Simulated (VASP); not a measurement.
Runs of VASP 6.6.1 on Zr. The structure is that of space group Im-3m (No. 229), or close to it. The cells are those of the table. 

| cell | k mesh | gap on the mesh (eV) | pressure (GPa) |
| --- | --- | --- | --- |
| a = 2.970 Å, angles 109.5°, 1 atom | 14 × 14 × 14 | none | 13.5 |
| a = 3.180 Å, angles 109.5°, 1 atom | 14 × 14 × 14 | none | -6.0 |
| a = 3.058 Å, angles 109.5°, 1 atom | 14 × 14 × 14 | none | (a) |
| a = 3.140 Å, angles 109.5°, 1 atom | 14 × 14 × 14 | none | (b) |
| a = 3.100 Å, angles 109.5°, 1 atom | 20 × 20 × 20 | none | -0.1 |

Alike in all rows: task single point; level PBE; potentials or basis VASP PAW PBE potentials, release 64 (Zr_sv); no spin polarisation; cutoff (eV) 520; smearing fermi-dirac 0.1 eV.

Task: Estimate the missing entries.

Result: (a) 3.7; (b) -3.3.

A k mesh can miss the band edges, and the runs leave out spin-orbit coupling on Zr.

A gap of «none» marks levels without a gap at the run's occupations.
